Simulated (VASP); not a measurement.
Here is a VASP 6.6.1 calculation.

Contents of INCAR:

```
  PREC = Accurate
  ENCUT = 520
  EDIFF = 1E-6
  ISMEAR = 0
  SIGMA = 0.05
  LREAL = Auto
  LASPH = True
  NELM = 60
  ALGO = Normal
  ISIF = 2
  LWAVE = False
  LCHARG = False
  GGA = PS
  NBANDS = 168
  NELECT = 264.0
```

The input KPOINTS:

```
Automatic mesh
0
Gamma
  1 1 1
```

File POSCAR:

```
Si62Ge
1.0
   10.8600000000      0.0000000000      0.0000000000
    0.0000000000     10.8600000000      0.0000000000
    0.0000000000      0.0000000000     10.8600000000
Si Ge
62 1
Direct
    0.4965529493      0.0028474651     -0.0080639230
    0.6220056873      0.1241524237      0.1220590006
    0.7547839071      0.2471886923      0.0010551687
    0.8763106010      0.3769897074      0.1250500782
    0.7453733016     -0.0003108182      0.2488764901
    0.8751401043      0.1249114956      0.3727196236
    0.0023738256     -0.0008969924     -0.0004091550
    0.1253906910      0.1248384927      0.1257771703
    0.2524087956      0.2478231039      0.0011308780
    0.3747554665      0.3772257400      0.1249827225
    0.5007857024      0.5009292072     -0.0020038169
    0.6243798999      0.6247956961      0.1253908897
    0.7518391667      0.7486043425      0.0018215355
    0.8748146642      0.8779512903      0.1256024719
    0.2504307791      0.0003804550      0.2498429290
    0.3750378336      0.1238273011      0.3760532774
    0.4993911227      0.2524264320      0.2491558388
    0.6263081307      0.3727539113      0.3776979537
    0.7480082637      0.4998359162      0.2497382735
    0.8756032651      0.6246416911      0.3731687234
    0.5008417227     -0.0000464841      0.5005312998
    0.6259290473      0.1246326895      0.6258154867
    0.7525368324      0.2481272879      0.5018357253
    0.8764652449      0.3766933633      0.6244884870
    0.7516669030      0.0006170979      0.7494830629
    0.8807145378      0.1240654308      0.8708375106
   -0.0002340463      0.5008823166     -0.0029613259
    0.1235575509      0.6233709351      0.1271816072
    0.2529059482      0.7468569482      0.0041343989
    0.3768536792      0.8780066318      0.1234889385
    0.0007472391      0.2511515018      0.2502470367
    0.1266014484      0.3676488183      0.3827120725
    0.2460786520      0.4966947168      0.2520461434
    0.3737418826      0.6246050097      0.3716259601
    0.5007435717      0.7523331841      0.2495722051
    0.6274610929      0.8723836193      0.3792672915
    0.0056279039      0.0066867491      0.4993436341
    0.2511990370      0.2424373076      0.5085952500
    0.3756779746      0.3750362949      0.6259026096
    0.4994938123      0.5021450093      0.4972498292
    0.6230417969      0.6273548817      0.6260411128
    0.7552742922      0.7495080658      0.5033123033
    0.8813120162      0.8801294155      0.6255618029
    0.3666282510      0.1251487841      0.8653350849
    0.5000157024      0.2498123407      0.7503132254
    0.6271403998      0.3708081052      0.8779860633
    0.7457866037      0.4994650678      0.7495326338
    0.8735182491      0.6243265359      0.8715200166
    0.0000723290      0.7530802259      0.2508316019
    0.1285577284      0.8747372251      0.3785118557
    0.0011901630      0.5005585836      0.4989830191
    0.1253866875      0.6249700131      0.6255162681
    0.2527895247      0.7487387802      0.5019643100
    0.3698055766      0.8820868078      0.6244820754
    0.0047565103      0.2520249211      0.7463630802
    0.1287427719      0.3728273872      0.8762974242
    0.2505396585      0.5006940666      0.7496651635
    0.3764325730      0.6267793348      0.8726438126
    0.4984968603      0.7570967403      0.7486318285
    0.6276371444      0.8745601034      0.8765503404
    0.0016773060      0.7509426781      0.7513838482
    0.1269333249      0.8712163712      0.8789665912
    0.2164373384      0.0182214843      0.7277410850
```

Potentials or basis: VASP PAW PBE potentials, release 64 (Si, Ge_d).

Command:

```console
$ cat potpaw_PBE.64/Si/POTCAR potpaw_PBE.64/Ge_d/POTCAR > POTCAR
$ mpirun -np 1 vasp_gam > vasp.out
```

Q: What does it give for the largest force?

A: 0.024 eV/Å.

Forces on the atoms (eV/Å):
```
Si  -0.005 -0.007  0.001
Si  -0.003  0.009  0.010
Si   0.004 -0.003 -0.007
Si   0.003 -0.009  0.005
Si   0.003  0.000 -0.001
Si   0.003  0.011  0.005
Si   0.000  0.000  0.000
Si  -0.005  0.009  0.004
Si   0.007 -0.009 -0.002
Si  -0.011 -0.004 -0.003
Si   0.001 -0.004  0.008
Si  -0.007  0.010  0.000
Si   0.004 -0.006  0.000
Si   0.001 -0.009  0.001
Si  -0.001  0.000 -0.006
Si   0.005  0.000 -0.002
Si   0.006 -0.008  0.001
Si  -0.001  0.007 -0.006
Si   0.008  0.004 -0.007
Si   0.006  0.000  0.013
Si   0.005  0.001  0.002
Si  -0.005  0.005  0.004
Si   0.005 -0.003  0.003
Si  -0.009 -0.004  0.002
Si  -0.003 -0.002 -0.004
Si   0.002  0.007  0.017
Si  -0.008  0.002  0.002
Si  -0.007  0.009 -0.001
Si   0.013 -0.008 -0.005
Si   0.004 -0.006  0.006
Si   0.004 -0.006 -0.008
Si  -0.007  0.008 -0.006
Si   0.010  0.002 -0.002
Si  -0.002  0.007  0.010
Si   0.004 -0.014 -0.009
Si  -0.008  0.008 -0.004
Si   0.002 -0.010  0.011
Si  -0.011 -0.007 -0.004
Si   0.005  0.009  0.012
Si   0.004 -0.010 -0.002
Si  -0.006  0.007 -0.001
Si  -0.003  0.001 -0.012
Si   0.005 -0.013  0.008
Si   0.014  0.006  0.018
Si   0.002 -0.012 -0.001
Si  -0.011  0.008 -0.008
Si   0.004 -0.005 -0.003
Si   0.004  0.004  0.011
Si  -0.010  0.001 -0.010
Si   0.004  0.008 -0.001
Si   0.003 -0.001  0.003
Si  -0.008  0.004 -0.005
Si   0.007 -0.005  0.002
Si  -0.006 -0.003 -0.002
Si  -0.001 -0.006 -0.005
Si   0.000  0.014  0.000
Si  -0.004 -0.002 -0.005
Si   0.005  0.005  0.009
Si  -0.010 -0.009 -0.002
Si   0.000  0.005 -0.003
Si   0.002 -0.008 -0.011
Si  -0.013  0.015 -0.013
Ge   0.006  0.008 -0.007
```

Caveat: the k points lie up to 0.58 Å⁻¹ apart; the cell carries a net charge on a neutralising background, which shifts energy and pressure; the PAW data sets were made with another functional, which shifts forces and pressure a little.
